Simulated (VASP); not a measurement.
# KCl (Fm-3m) in VASP: further runs

The runs below take KCl through single point, with PBEsol.

All numbers are computed with VASP 6.6.1; they aren't measurements. Logs are shortened: lines on timing, memory, paths and dates and some standing lists are left out, and cuts for length are marked.

**1. The cell of the first run**

The structure is cubic, space group Fm-3m (No. 225). The conventional cell has a = 5.567 Å, b = 5.567 Å, c = 5.567 Å, α = 90.00°, β = 90.00°, γ = 90.00°. Within 3.7 Å of K (site symmetry m-3m) lie 6 Cl at 2.78 Å. Cl (site symmetry m-3m) has 6 K at 2.78 Å within 3.7 Å.

**2. Single point, PBEsol**

Contents of INCAR:

```
PREC = Accurate ; ENCUT = 520
EDIFF = 1E-6 ; ISMEAR = 0
SIGMA = 0.01 ; LREAL = F
LASPH = T ; NELM = 100
ALGO = Normal ; ISIF = 2
LWAVE = F ; LCHARG = T
GGA = PS ; LELF = T
LVHAR = T ; NBANDS = 15
```

Contents of KPOINTS:

```
regular mesh
0
Gamma
  6 6 6
```

Contents of POSCAR:

```
KCl
1.0
    2.7835185799      2.7835185799      0.0000000000
   -2.7835185799      2.7835185799      0.0000000000
    0.0000000000      2.7835185799      2.7835185799
K Cl
1 1
Direct
    0.0000000000      0.0000000000      0.0000000000
    0.5000000000      0.5000000000      0.0000000000
```

Potentials or basis: VASP PAW PBE potentials, release 64 (K_sv, Cl).

Started as:

```
$ cat potpaw_PBE.64/K_sv/POTCAR potpaw_PBE.64/Cl/POTCAR > POTCAR
$ mpirun -np 1 vasp_std > vasp.out
```

OUTCAR:

```text
PREC = Accurate
   ENCUT = 520
   EDIFF = 1E-6
   ISMEAR = 0
   LREAL = F
   LASPH = T
   NELM = 100
   ISIF = 2
   GGA = PS

 ion  position               nearest neighbor table
   1  0.000  0.000  0.000-   2 2.78   2 2.78   2 2.78   2 2.78   2 2.78   2 2.78
   2  0.500  0.500  0.000-   1 2.78   1 2.78   1 2.78   1 2.78   1 2.78   1 2.78

  LATTYP: Found a face centered cubic cell.
 ALAT       =     5.5670371598

  Lattice vectors:

 A1 = (   0.0000000000,   2.7835185799,   2.7835185799)
 A2 = (   2.7835185799,   0.0000000000,   2.7835185799)
 A3 = (   2.7835185799,   2.7835185799,   0.0000000000)

Analysis of symmetry for initial positions (statically):
=====================================================================
 Subroutine PRICEL returns:
 Original cell was already a primitive cell.

 Routine SETGRP: Setting up the symmetry group for a
 face centered cubic supercell.

 Subroutine GETGRP returns: Found 48 space group operations
 (whereof 48 operations were pure point group operations)
 out of a pool of 48 trial point group operations.

The static configuration has the point symmetry O_h .

Analysis of symmetry for dynamics (positions and initial velocities):
=====================================================================
 Subroutine PRICEL returns:
 Original cell was already a primitive cell.

 Routine SETGRP: Setting up the symmetry group for a
 face centered cubic supercell.

 Subroutine GETGRP returns: Found 48 space group operations
 (whereof 48 operations were pure point group operations)
 out of a pool of 48 trial point group operations.

The dynamic configuration has the point symmetry O_h .

 Subroutine INISYM returns: Found 48 space group operations
 (whereof 48 operations are pure point group operations),
 and found     1 'primitive' translations

----------------------------------------------------------------------------------------

                                     Primitive cell

  volume of cell :      43.1333

  direct lattice vectors                    reciprocal lattice vectors
     2.783518580  2.783518580  0.000000000     0.179628763  0.179628763 -0.179628763
    -2.783518580  2.783518580  0.000000000    -0.179628763  0.179628763 -0.179628763
     0.000000000  2.783518580  2.783518580     0.000000000  0.000000000  0.359257527

  length of vectors
     3.936489727  3.936489727  3.936489727     0.311126144  0.311126144  0.359257527

  position of ions in fractional coordinates (direct lattice)
     0.000000000  0.000000000  0.000000000
     0.500000000  0.500000000  0.000000000

  ion indices of the primitive-cell ions
   primitive index   ion index
                 1           1
                 2           2

----------------------------------------------------------------------------------------

 KPOINTS: regular mesh

Automatic generation of k-mesh.
 Grid dimensions read from file:
 generate k-points for:    6    6    6

 Generating k-lattice:

  Cartesian coordinates                     Fractional coordinates (reciprocal lattice)
     0.029938127  0.029938127 -0.029938127     0.166666667  0.000000000  0.000000000
    -0.029938127  0.029938127 -0.029938127     0.000000000  0.166666667  0.000000000
     0.000000000  0.000000000  0.059876254     0.000000000  0.000000000  0.166666667

  Length of vectors
     0.051854357  0.051854357  0.059876254

  Shift w.r.t. Gamma in fractional coordinates (k-lattice)
     0.000000000  0.000000000  0.000000000

 Subroutine IBZKPT returns following result:
 ===========================================

 Found     16 irreducible k-points:

 Following reciprocal coordinates:
            Coordinates               Weight
  0.000000  0.000000  0.000000      1.000000
  0.166667  0.000000  0.000000      8.000000
  0.333333  0.000000  0.000000      8.000000
  0.500000  0.000000  0.000000      4.000000
  0.166667  0.166667  0.000000     12.000000
  0.333333  0.166667  0.000000     24.000000
[... 8 lines left out ...]
  0.500000  0.333333  0.166667     24.000000
  0.500000  0.500000  0.166667     12.000000
   k-points           NKPTS =     16   k-points in BZ     NKDIM =     16   number of bands    NBANDS=     15
   number of dos      NEDOS =    301   number of ions     NIONS =      2
   total plane-waves  NPLWV =  27000
   dimension x,y,z NGX =    30 NGY =   30 NGZ =   30
   dimension x,y,z NGXF=    60 NGYF=   60 NGZF=   60
   ions per type =               1   1
   NGX,Y,Z   is equivalent  to a cutoff of  12.67, 12.67, 12.67 a.u.
   NGXF,Y,Z  is equivalent  to a cutoff of  25.34, 25.34, 25.34 a.u.
 SYSTEM =  unknown system
   PREC   = accura    normal or accurate (medium, high low for compatibility)
   ISTART =      0    job   : 0-new  1-cont  2-samecut
   ICHARG =      2    charge: 1-file 2-atom 10-const
   ISPIN  =      1    spin polarized calculation?
   LNONCOLLINEAR =      F non collinear calculations
   LSORBIT =      F    spin-orbit coupling
   LASPH  =      T    aspherical Exc in radial PAW
   ENCUT  =  520.0 eV  38.22 Ry    6.18 a.u.   7.32  7.32  7.32*2*pi/ulx,y,z
   NELM   =    100;   NELMIN=  2; NELMDL= -5     # of ELM steps
   EDIFF  = 0.1E-05   stopping-criterion for ELM
   LREAL  =      F    real-space projection
   EDIFFG = 0.1E-04   stopping-criterion for IOM
   NSW    =      0    number of steps for IOM
   IBRION =     -1    ionic relax: 0-MD 1-quasi-New 2-CG
   NFREE  =      0    steps in history (QN), initial steepest desc. (CG)
   ISIF   =      2    stress and relaxation
   ISYM   =      2    0-nonsym 1-usesym 2-fastsym
   POTIM  = 0.5000    time-step for ionic-motion
   TEBEG  =    0.0;   TEEND  =   0.0 temperature during run
   PSTRESS=    0.0 pullay stress
   NELECT =      16.0000    total number of electrons
   NUPDOWN=      -1.0000    fix difference up-down
   EMIN   =  10.00;   EMAX   =-10.00  energy-range for DOS
   EFERMI =   0.00;   METHOD = LEGACY
   ISMEAR =     0;   SIGMA  =   0.01  broadening in eV -4-tet -1-fermi 0-gaus
   EFERMI_NEDOS =   21; number of points for ismear=-14 and -15
   IALGO  =     38    algorithm
   IMIX   =      4    mixing-type and parameters
     AMIX     =   0.40;   BMIX     =  1.00
     AMIX_MAG =   1.60;   BMIX_MAG =  1.00
  volume/ion in A,a.u.               =      21.57       145.54
  Fermi-wavevector in a.u.,A,eV,Ry     =   1.176280  2.222847 18.825491  1.383635
  Thomas-Fermi vector in A             =   2.312646
   LORBIT       =      0    0 simple, 1 ext, 2 COOP (PROOUT), +10 PAW based schemes
   GGA     = PS    functional components
   LHFCALC =     F    Hartree Fock is set to
   AEXX    =    0.0000 exact exchange contribution
   IVDW    =     0    specifies the selected vdW correction
   LEPSILON=     F    determine dielectric tensor
   LRPA    =     F    only Hartree local field effects (RPA)
 non-spin polarized calculation
 Gauss-broadening in eV      SIGMA  =   0.01
  energy-cutoff  :      520.00
  volume of cell :       43.13
 maximum number of plane-waves:      1211
 NGX is ok and might be reduce to    30
   NGX = 15   NGY = 15   NGZ = 15

 number of electron      15.9999999 magnetization

 Free energy of the ion-electron system (eV)
  ---------------------------------------------------
  ext. energy  EPLUGINS =         0.00000000
  ---------------------------------------------------
  free energy    TOTEN  =        -6.41273111 eV

  energy without entropy =       -6.41273111  energy(sigma->0) =       -6.41273111

 E-fermi :   0.1981     XC(G=0):  -9.4141

 val. band max:        0.0451447418   @ k =   0.0000   0.0000   0.0000
 cond. band min:       5.6900357316   @ k =   0.5000   0.5000   0.0000
 fundamental gap:      5.6448909898
 Fermi energy:         0.1981041381

 k-point     1 :       0.0000    0.0000    0.0000
  band No.  band energies     occupation
      1     -26.3706      2.00000
      2     -12.6325      2.00000
      3      -9.8790      2.00000
      4      -9.8790      2.00000
      5      -9.8790      2.00000
      6       0.0451      2.00000
      7       0.0451      2.00000
      8       0.0451      2.00000
      9       6.5520      0.00000
     10       8.1616      0.00000
     11       8.1616      0.00000
     12       8.1616      0.00000
     13       9.3119      0.00000
     14       9.3119      0.00000
     15      13.8294      0.00000

 k-point     2 :       0.1667    0.0000    0.0000
  band No.  band energies     occupation
      1     -26.3528      2.00000
      2     -12.7815      2.00000
      3      -9.8838      2.00000
      4      -9.8838      2.00000
      5      -9.6999      2.00000
      6      -0.5418      2.00000
      7      -0.1810      2.00000
      8      -0.1810      2.00000
      9       7.3714      0.00000
     10       8.1324      0.00000
     11       8.6622      0.00000
     12       8.6622      0.00000
     13       9.9980      0.00000
     14       9.9980      0.00000
     15      15.2316      0.00000

 k-point     3 :       0.3333    0.0000    0.0000
  band No.  band energies     occupation
      1     -26.3168      2.00000
      2     -13.0417      2.00000
      3      -9.8929      2.00000
      4      -9.8929      2.00000
      5      -9.3715      2.00000
      6      -1.4901      2.00000
      7      -0.5840      2.00000
      8      -0.5840      2.00000
      9       7.9802      0.00000
     10       9.3816      0.00000
     11      10.0417      0.00000
     12      10.0417      0.00000
     13      11.6848      0.00000
     14      11.6848      0.00000
     15      15.2530      0.00000

 k-point     4 :       0.5000    0.0000    0.0000
  band No.  band energies     occupation
      1     -26.2987      2.00000
      2     -13.1584      2.00000
      3      -9.8972      2.00000
      4      -9.8972      2.00000
      5      -9.2156      2.00000
      6      -1.9006      2.00000
      7      -0.7662      2.00000
      8      -0.7662      2.00000
      9       8.4122      0.00000
     10       9.8093      0.00000
     11      11.5639      0.00000
     12      11.5639      0.00000
     13      12.5568      0.00000
     14      12.5568      0.00000
     15      13.9792      0.00000
[... 163 lines left out ...]
 k-point    14 :       0.3333    0.3333    0.1667
  band No.  band energies     occupation
      1     -26.2953      2.00000
      2     -12.8578      2.00000
      3     -10.1326      2.00000
      4     -10.0194      2.00000
      5      -9.5975      2.00000
      6      -1.2757      2.00000
      7      -0.6272      2.00000
      8      -0.3833      2.00000
      9       7.2569      0.00000
     10       9.3382      0.00000
     11      10.7270      0.00000
     12      11.4547      0.00000
     13      12.0012      0.00000
     14      12.7224      0.00000
     15      13.8035      0.00000

 k-point    15 :       0.5000    0.3333    0.1667
  band No.  band energies     occupation
      1     -26.2840      2.00000
      2     -12.8311      2.00000
      3     -10.1974      2.00000
      4     -10.1248      2.00000
      5      -9.5646      2.00000
      6      -1.2086      2.00000
      7      -0.6240      2.00000
      8      -0.6177      2.00000
      9       8.2819      0.00000
     10       8.5291      0.00000
     11      11.2985      0.00000
     12      11.5101      0.00000
     13      12.4422      0.00000
     14      13.6249      0.00000
     15      14.0942      0.00000

 k-point    16 :       0.5000    0.5000    0.1667
  band No.  band energies     occupation
      1     -26.2794      2.00000
      2     -12.6362      2.00000
      3     -10.3815      2.00000
      4     -10.1984      2.00000
      5      -9.7339      2.00000
      6      -0.7789      2.00000
      7      -0.6861      2.00000
      8      -0.4290      2.00000
      9       6.8971      0.00000
     10       9.7252      0.00000
     11      10.6527      0.00000
     12      11.6298      0.00000
     13      12.3551      0.00000
     14      13.0906      0.00000
     15      14.4724      0.00000

------------------------ aborting loop because EDIFF is reached ----------------------------------------

  FORCE on cell =-STRESS in cart. coord.  units (eV):
  Direction    XX          YY          ZZ          XY          YZ          ZX
  --------------------------------------------------------------------------------------
  -------------------------------------------------------------------------------------
  Total        4.1178127      4.1178127      4.1178127     -0.0000000      0.0000000      0.0000000
  in kB      152.9553947    152.9553947    152.9553947     -0.0000000      0.0000000      0.0000000
  external PRESSURE =     152.9553947 kB  Pullay stress =       0.0000000 kB

 VOLUME and BASIS-vectors are now :
 -----------------------------------------------------------------------------
  energy-cutoff  :      520.00
  volume of cell :       43.13
      direct lattice vectors                 reciprocal lattice vectors
     2.783518580  2.783518580  0.000000000     0.179628763  0.179628763 -0.179628763
    -2.783518580  2.783518580  0.000000000    -0.179628763  0.179628763 -0.179628763
     0.000000000  2.783518580  2.783518580     0.000000000  0.000000000  0.359257527

 POSITION                                       TOTAL-FORCE (eV/Angst)
 -----------------------------------------------------------------------------------
      0.00000      0.00000      0.00000        -0.000000      0.000000      0.000000
      0.00000      2.78352      0.00000         0.000000     -0.000000      0.000000
 -----------------------------------------------------------------------------------
    total drift:                               -0.000000      0.000000      0.000000

  FREE ENERGIE OF THE ION-ELECTRON SYSTEM (eV)
  ---------------------------------------------------
  free  energy   TOTEN  =        -6.4127311068 eV

  energy  without entropy=       -6.4127311068  energy(sigma->0) =       -6.41273111
```

Run time: 28 s. Hardware: 1 thread of AMD EPYC 7R13, shared host; peak memory 0.13 GiB.

Results:

```
Free energy            : -6.4127 eV
Pressure               : 15.3 GPa
Band gap on the k mesh : 5.64 eV, indirect (least direct gap 5.90 eV)
```

Levels at points of the mesh, in eV from the valence-band top:
```csv
k point,band 4,band 5,band 6,band 7,band 8,band 9,band 10,band 11,band 12,band 13
"(0.00, 0.00, 0.00)",-9.92,-9.92,0.00,0.00,0.00,6.51,8.12,8.12,8.12,9.27
"(0.50, 0.00, 0.00)",-9.94,-9.26,-1.95,-0.81,-0.81,8.37,9.76,11.52,11.52,12.51
"(0.50, 0.50, 0.00)",-10.15,-10.15,-0.80,-0.25,-0.25,5.64,10.02,10.65,12.07,12.22
```

Caveat: the PAW data sets were made with another functional, which shifts forces and pressure a little.

**3. Single point, PBEsol**

Contents of INCAR:

```
SYSTEM = KCl
  PREC = Accurate
  ENCUT = 520
  EDIFF = 1E-6
  ISMEAR = 0
  SIGMA = 0.01
  LREAL = .False.
  LASPH = .True.
  NELM = 100
  ALGO = Normal
  ISIF = 2
  LWAVE = .False.
  LCHARG = .False.
  GGA = PS
  NBANDS = 15
```

Contents of KPOINTS:

```
regular mesh
0
Gamma
  6 6 6
  0 0 0
```

POSCAR is that of step 2.

Potentials or basis: VASP PAW PBE potentials, release 64 (K_sv, Cl).

Started as:

```
$ cat potpaw_PBE.64/K_sv/POTCAR potpaw_PBE.64/Cl/POTCAR > POTCAR
$ mpirun -np 1 vasp_std > vasp.out
```

Run time: 26 s. Hardware: 1 thread of AMD EPYC 7R13, shared host; peak memory 0.14 GiB.

Results (log left out):

* Free energy: -6.4127 eV
* Pressure: 15.3 GPa
* Band gap on the k mesh: 5.64 eV, indirect (least direct gap 5.90 eV)

Levels at points of the mesh, in eV from the valence-band top:
```csv
k point,band 6,band 7,band 8,band 9,band 10,band 11
"(0.00, 0.00, 0.00)",0.00,0.00,0.00,6.51,8.12,8.12
"(0.50, 0.00, 0.00)",-1.95,-0.81,-0.81,8.37,9.76,11.52
"(0.50, 0.50, 0.00)",-0.80,-0.25,-0.25,5.64,10.02,10.65
```

Caveat: the PAW data sets were made with another functional, which shifts forces and pressure a little. A k mesh can miss the band edges.

**4. Single point, PBEsol**

This run uses another cell than the first one, of 23.14 Å³/atom, 1.073 times its volume.

Contents of INCAR:

```
PREC     = Accurate       # precision mode
ENCUT    = 520            # plane-wave cutoff, eV
EDIFF    = 1E-7           # SCF threshold, eV
ISMEAR   = 0              # smearing method
SIGMA    = 0.01           # smearing width, eV
LREAL    = F              # projectors in reciprocal space
LASPH    = T              # aspherical terms in the spheres
NELM     = 80             # most SCF steps
ALGO     = Normal         # electronic algorithm
ISIF     = 2              # what is computed and relaxed
LWAVE    = F              # write WAVECAR
LCHARG   = T              # write CHGCAR
GGA      = PS             # functional
LELF     = T              # ELF
LVHAR    = T            
NBANDS   = 15             # bands
```

Contents of KPOINTS:

```
Automatic mesh
0
Gamma
  6 6 6
```

Contents of POSCAR:

```
KCl
1.0
    2.8496759620      2.8496759620      0.0000000000
   -2.8496759620      2.8496759620      0.0000000000
    0.0000000000      2.8496759620      2.8496759620
K Cl
1 1
Direct
    0.0000000000      0.0000000000      0.0000000000
    0.5000000000      0.5000000000      0.0000000000
```

Started as:

```
$ cat potpaw_PBE.64/K_sv/POTCAR potpaw_PBE.64/Cl/POTCAR > POTCAR
$ mpirun -np 1 vasp_std > vasp.out
```

It took 29 s on 1 thread of AMD EPYC 7R13, shared host; peak memory 0.14 GiB.

It converged, with:

- Free energy: -6.6618 eV
- Pressure: 10.2 GPa
- Band gap on the k mesh: 5.86 eV, indirect (least direct gap 6.12 eV)

Levels at points of the mesh, in eV from the valence-band top:
```csv
k point,band 6,band 7,band 8,band 9,band 10,band 11
"(0.00, 0.00, 0.00)",0.00,0.00,0.00,6.17,8.21,8.21
"(0.50, 0.00, 0.00)",-1.75,-0.69,-0.69,8.20,9.54,11.34
"(0.50, 0.50, 0.00)",-0.81,-0.26,-0.26,5.86,9.65,10.60
```

Caveat: the PAW data sets were made with another functional, which shifts forces and pressure a little. A k mesh can miss the band edges.

[end of part 1 of 2]
